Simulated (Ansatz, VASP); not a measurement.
**AlV2C: VASP beside Ansatz**

```
Al V C
1.0
     2.87736    0.00000    0.00000
    -1.43868    2.49187    0.00000
     0.00000    0.00000   13.02048
Al V C
2 4 2
Direct
  0.33333 0.66667 0.25000
  0.66667 0.33333 0.75000
  0.33333 0.66667 0.58542
  0.66667 0.33333 0.41458
  0.66667 0.33333 0.08542
  0.33333 0.66667 0.91458
  0.00000 0.00000 0.00000
  0.00000 0.00000 0.50000
```

Alike in both runs: functional PBEsol; k mesh 12 × 12 × 4; occupations gaussian, width 0.1 eV; no spin polarisation.

Ansatz relaxed the structure, and its values are those at the end. VASP's run is a single point on that final structure, the one shown.

|  | VASP | Ansatz |
| --- | --- | --- |
| version | VASP 6.6.1 | Ansatz 0.2.0 |
| potentials or method | VASP PAW PBE potentials, release 64 (Al, V_sv, C), cutoff 600 eV | scalar-relativistic, plane waves, PAW |
| valence electrons in the cell | 66 | 66 |

|  | VASP | Ansatz | Ansatz less VASP |
| --- | --- | --- | --- |
| gap on the k mesh at the Fermi level (eV) | none | none | - |
| pressure (GPa) | 0.3 | 0.0 | -0.28 |
| rms of the force components (eV/Å) | 0.013 | 0.000 | -0.0129 |

VASP's potentials were made for PBE, not for PBEsol. A gap of «none» marks a metal or a gap that the smearing closes.
